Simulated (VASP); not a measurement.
# TaN: single point with PBEsol

Crystal: TaN.

```xyz
2
Lattice="-0.0654 2.1463 2.1463 2.1463 -0.0654 2.1463 2.1463 2.1463 -0.0654" Properties=species:S:1:pos:R:3 pbc="T T T"
Ta    2.1136    2.1136    2.1136
N     0.0000    0.0000    0.0000
```

This cell differs from its parent crystal: equal xy, yz and zx shear strains of -3 %.

- Program: VASP 6.6.1
- Task: single point
- Functional: PBEsol
- Potentials or basis: VASP PAW PBE potentials, release 64 (Ta_pv, N)
- Cutoff: 520 eV
- k mesh: 9 × 9 × 9
- Occupations: fermi-dirac, width 0.02 eV
- Spin: no spin polarisation
- Dipole correction: no
- Further INCAR settings: ALGO = Normal; EDIFF = 1e-07; NBANDS = 15

The pressure is 5.8 GPa. The band gap on the k mesh is zero (band 8 reaches 11.39 eV, above the bottom of band 9 at 7.22 eV).

Stress tensor (GPa, compression positive):
```
5.77 2.18 2.18
2.18 5.77 2.18
2.18 2.18 5.77
```

Levels at points of the mesh, in eV from the Fermi level:
| k point | band 6 | band 7 | band 8 | band 9 | band 10 | band 11 |
| --- | --- | --- | --- | --- | --- | --- |
| (0.00, 0.00, 0.00) | -3.78 | -3.53 | -2.31 | -2.31 | -1.58 | 0.23 |

It used 17 s of CPU time on 1 thread of Intel Xeon 6975P-C, on a shared host.

Caveat: the cell differs from its parent crystal (equal xy, yz and zx shear strains of -3 %); the PAW data sets were made with another functional, which shifts forces and pressure a little; spin-orbit coupling is left out, which moves the levels of the heavy elements.
